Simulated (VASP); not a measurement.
Runs of VASP 6.6.1 on Be2CdS2. The structure is that of space group P6/mmm (No. 191), or close to it. The cells are those of the table. 

| task | potentials or basis | cell | cutoff (eV) | second run | gap on the mesh (eV) | pressure (GPa) | relaxed volume (Å³/atom) | largest force (eV/Å) |
| --- | --- | --- | --- | --- | --- | --- | --- | --- |
| single point | VASP PAW PBE potentials, release 64 (Be, Cd, S) | a = 3.773, b = 3.773, c = 8.139 Å, angles 90.0, 90.0, 120.0°, 5 atoms | 520 | - | none | (b) | - | 6.57 |
| single point | VASP PAW PBE potentials, release 64 (Be, Cd_sv_GW, S) | a = 4.168, b = 4.168, c = 7.773 Å, angles 90.0, 90.0, 120.0°, 5 atoms | 600 | valence_matched | none | -0.3 | - | 0.21 |
| relaxation of cell and atoms | VASP PAW PBE potentials, release 64 (Be, Cd_sv_GW, S) | relaxed from a = 3.773, b = 3.773, c = 8.139 Å, angles 90.0, 90.0, 120.0°, 5 atoms | 600 | valence_matched | none | 0.1 | 23.07 | - |
| relaxation of cell and atoms | VASP PAW PBE potentials, release 64 (Be, Cd, S) | relaxed from a = 3.773, b = 3.773, c = 8.139 Å, angles 90.0, 90.0, 120.0°, 5 atoms | 600 | - | none | -0.1 | 26.54 | 0.02 |
| single point | VASP PAW PBE potentials, release 64 (Be, Cd, S) | a = 4.168, b = 4.168, c = 7.773 Å, angles 90.0, 90.0, 120.0°, 5 atoms | 520 | - | none | (a) | - | 0.22 |

Alike in all rows: level PBE; no spin polarisation; k mesh 6 × 6 × 2; smearing gaussian 0.1 eV.

Question: Estimate the missing entries.

Answer: (a) 0.0; (b) 27.3.

Caveats: all runs use coarse meshes; forces of over 1 eV/Å act on the atoms, so gaps and moduli don't describe the material at rest (some runs); the volume moved by over 15 % at a fixed basis, so the end points are rough (some runs).

A k mesh can miss the band edges, and the runs leave out spin-orbit coupling on Cd.

A gap of «none» marks levels without a gap at the run's occupations.

The runs don't all hold the same shells in valence.
